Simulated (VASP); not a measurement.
Input of a VASP 6.6.1 run:

The input INCAR:

```
PREC = Accurate
ENCUT = 500
EDIFF = 1E-6
ISMEAR = 0
SIGMA = 0.05
LREAL = F
LASPH = T
NELM = 120
ALGO = Normal
ISIF = 2
LWAVE = F
LCHARG = F
GGA = PE
NBANDS = 20
GGA_COMPAT = F
```

Contents of KPOINTS:

```
regular mesh
0
Gamma
  8 8 4
```

Contents of POSCAR:

```
Nb
1.0
    2.8694161997      0.0000000000      0.0000000000
   -1.4347080998      2.4849873230      0.0000000000
    0.0000000000      0.0000000000      5.2626253617
Nb
2
Direct
    0.3333333333      0.6666666667      0.7500000000
    0.6666666667      0.3333333333      0.2500000000
```

Potentials or basis: VASP PAW PBE potentials, release 64 (Nb_sv).

The run is started by

```sh
$ cat potpaw_PBE.64/Nb_sv/POTCAR > POTCAR
$ mpirun -np 1 vasp_std > vasp.out
```

Question: Estimate the band gap on the k mesh.

Answer: Zero (band 13 reaches 13.01 eV, above the bottom of band 14 at 10.36 eV).

Question: What does it give for the pressure?

Answer: -0.4 GPa.

Stress tensor (GPa, compression positive):
```
-0.24  0.00  0.00
 0.00 -0.24  0.00
 0.00  0.00 -0.63
```
